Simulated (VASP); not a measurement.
**FeGe: single point with PBEsol**

FeGe:

```xyz
6
Lattice="4.8970 0.0000 0.0000 -2.4485 4.2409 0.0000 0.0000 0.0000 3.9851" Properties=species:S:1:pos:R:3 pbc="T T T"
Ge    2.4485    1.4136    1.9925
Ge    0.0000    2.8273    1.9925
Ge    0.0000    0.0000    0.0000
Fe   -1.2242    2.1204    0.0000
Fe    1.2242    2.1204    0.0000
Fe    2.4485    0.0000    0.0000
```

* Program: VASP 6.6.1
* Task: single point
* Functional: PBEsol
* Potentials or basis: VASP PAW PBE potentials, release 64 (Ge_d, Fe)
* Cutoff: 520 eV
* k mesh: 6 × 6 × 7
* Occupations: fermi-dirac, width 0.05 eV
* Spin: collinear spin, ferromagnetic start
* Starting moments: [0.0, 0.0, 0.0, 3.0, 3.0, 3.0] μB

The pressure is 0.2 GPa and the net moment is 3.90 μB per cell. The site moments are Ge -0.05, -0.07 (each value once); Fe +1.36 μB and the valence electrons inside the program's atomic spheres are Ge 12.46, 12.38 (each value once); Fe 7.54.

Levels at points of the mesh, in eV from the Fermi level:
Spin up:
```tsv
k point	band 32	band 33	band 34	band 35	band 36	band 37
(0.00, 0.00, 0.00)	-1.16	-1.11	-1.11	0.04	0.40	1.51
(0.50, 0.00, 0.00)	-1.21	-1.12	0.66	0.69	1.18	1.63
```
Spin down:
```
           k point  band 29  band 30  band 31  band 32  band 33  band 34
(0.00, 0.00, 0.00)    -1.60     0.21     0.21     0.36     0.47     0.47
(0.50, 0.00, 0.00)    -0.90    -0.50    -0.38     0.20     0.45     1.58
```

Run time: 6.4 min on 1 thread of Oxide Virtual Turin-like Processor, on a shared host, peak memory 0.28 GiB.

Caveat: the PAW data sets were made with another functional, which shifts forces and pressure a little.
